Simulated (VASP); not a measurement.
MoSe, 2 atoms in the cell. Symmetry: Pm-3m, No. 221, cubic system. Conventional cell: a = 3.500 Å, b = 3.500 Å, c = 3.500 Å, α = 90.00°, β = 90.00°, γ = 90.00°. Within 4.0 Å of Mo (site symmetry m-3m) lie 8 Se at 3.03 Å and 6 Mo at 3.50 Å. Within 4.0 Å of Se (site symmetry m-3m) lie 8 Mo at 3.03 Å and 6 Se at 3.50 Å. 

| Quantity | Value |
| --- | --- |
| Program | VASP 6.6.1 |
| Task | single point |
| Functional | HSE06 |
| Potentials or basis | VASP PAW PBE potentials, release 64 (Mo_sv, Se) |
| Cutoff | 520 eV |
| k mesh | 4 × 4 × 4 |
| Occupations | fermi-dirac, width 0.1 eV |
| Spin | no spin polarisation |
| Dipole correction | no |
| Grid for exact exchange (PRECFOCK) | Normal |
| Further INCAR settings | ALGO = Normal; EDIFF = 1e-06; NBANDS = 17 |
| Share of exact exchange | 0.25 |
| Screening parameter | 0.2079 1/Å |

Potentials or basis: VASP PAW PBE potentials, release 64 (Mo_sv, Se).

The run is started by

```console
$ cat potpaw_PBE.64/Mo_sv/POTCAR potpaw_PBE.64/Se/POTCAR > POTCAR
$ cp INCAR.step1 INCAR
$ mpirun -np 1 vasp_std > vasp.out
$ cp INCAR.step2 INCAR
$ mpirun -np 1 vasp_std > vasp.out
```

Hardware: 1 thread of Intel(R) Xeon(R) Platinum 8259CL CPU @ 2.50GHz (Skylake/Cascade Lake) (shared host).

Problem. How long does it take, and how much memory?

Solution. Wall time 17 min on 1 thread of Intel(R) Xeon(R) Platinum 8259CL CPU @ 2.50GHz (Skylake/Cascade Lake), on a shared host, peak memory 0.27 GiB. Counts: k points 10.
